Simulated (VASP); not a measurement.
Wanted: the native input for a VASP 6.6.1 run.

| Property | Result |
| --- | --- |
| Task | relaxation of cell and atoms |
| Functional | PBE |
| Potentials or basis | VASP PAW PBE potentials, release 64 (As) |
| Cutoff | 600 eV |
| k mesh | 9 × 9 × 13 |
| Occupations | fermi-dirac, width 0.05 eV |
| Spin | no spin polarisation |
| Target pressure | 120 GPa |
| Dipole correction | no |
| Further INCAR settings | ALGO = Normal; EDIFF = 1e-07; IBRION = 2; EDIFFG = -0.005; NSW = 32; ISIF = 3 |

The structure of As lies in POSCAR:

```
As
1.0
    4.0812307362      0.0000000000      0.0000000000
   -2.0406153681      3.5344494963      0.0000000000
    0.0000000000      0.0000000000      2.4135198600
As
3
Direct
    0.0000000000      0.0000000000      0.0000000000
    0.3333333333      0.6666666667      0.5000000000
    0.6666666667      0.3333333333      0.5000000000
```

The input as run:

INCAR

```
  PREC = Accurate
  ENCUT = 600
  EDIFF = 1E-7
  ISMEAR = -1
  SIGMA = 0.05
  LREAL = F
  LASPH = T
  NELM = 100
  ALGO = Normal
  ISIF = 3
  LWAVE = F
  LCHARG = F
  GGA = PE
  IBRION = 2
  NSW = 32
  EDIFFG = -0.005
  PSTRESS = 1200.0
```

KPOINTS

```
regular mesh
0
Gamma
  9 9 13
```

Potentials or basis: VASP PAW PBE potentials, release 64 (As).

Command:

```sh
$ cat potpaw_PBE.64/As/POTCAR > POTCAR
$ mpirun -np 1 vasp_std > vasp.out
```

It gave:

- Relaxed volume: 11.68 Å³/atom
- Relaxed cell: a = 4.090 Å, b = 4.090 Å, c = 2.418 Å, α = 90.00°, β = 90.00°, γ = 120.00°
- Space group after relaxing (to 0.05 Å): P6/mmm (No. 191)
- Energy change on relaxing (the enthalpy is what falls): -56.3 meV/atom
- Ionic steps: 3
- Pressure after relaxing: 120.0 GPa

Caveat: the cell is relaxed towards a set pressure, so the enthalpy falls and the energy may rise.

Run time: 61 s on 1 thread of Intel Xeon 6975P-C (shared host), peak memory 0.19 GiB.
